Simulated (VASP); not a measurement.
Write the native input for VASP 6.6.1 that does the following.

| Property | Result |
| --- | --- |
| Task | single point |
| Functional | LDA |
| Potentials or basis | VASP PAW LDA potentials, release 64 (Ir, Tc_pv) |
| Cutoff | 520 eV |
| k mesh | 7 × 7 × 7 |
| Occupations | gaussian, width 0.05 eV |
| Spin | no spin polarisation |
| Dipole correction | no |
| Further INCAR settings | ALGO = Normal; EDIFF = 1e-06; NBANDS = 18 |

The structure of TcIr lies in POSCAR:

```
TcIr
1.0
    3.0596646846      0.0000000000      0.0000000000
    0.0000000000      3.0596646846      0.0000000000
    0.0000000000      0.0000000000      3.0596646846
Ir Tc
1 1
Direct
    0.0000000000      0.0000000000      0.0000000000
    0.5000000000      0.5000000000      0.5000000000
```

The input as run:

INCAR

```
ALGO     = Normal         # electronic algorithm
EDIFF    = 1E-6           # SCF threshold, eV
ENCUT    = 520            # plane-wave cutoff, eV
ISIF     = 2              # what is computed and relaxed
ISMEAR   = 0              # smearing method
LASPH    = True           # aspherical terms in the spheres
LCHARG   = False          # write CHGCAR
LREAL    = False          # projectors in reciprocal space
LWAVE    = False          # write WAVECAR
NBANDS   = 18             # bands
NELM     = 80             # most SCF steps
PREC     = Accurate       # precision mode
SIGMA    = 0.05           # smearing width, eV
```

KPOINTS

```
k-points
0
Gamma
  7 7 7
```

Potentials or basis: VASP PAW LDA potentials, release 64 (Ir, Tc_pv).

Run with:

```console
$ cat potpaw_LDA.64/Ir/POTCAR potpaw_LDA.64/Tc_pv/POTCAR > POTCAR
$ mpirun -np 1 vasp_std > vasp.out
```

Results of the run:

```
Pressure               : -2.3 GPa
Band gap on the k mesh : zero (band 11 reaches 11.75 eV, above the bottom of band 12 at 10.09 eV)
```

Caveat: spin-orbit coupling is left out, which moves the levels of the heavy elements.

Run time: 9.8 s on 1 thread of Intel Xeon 8259CL (shared host), peak memory 0.14 GiB.
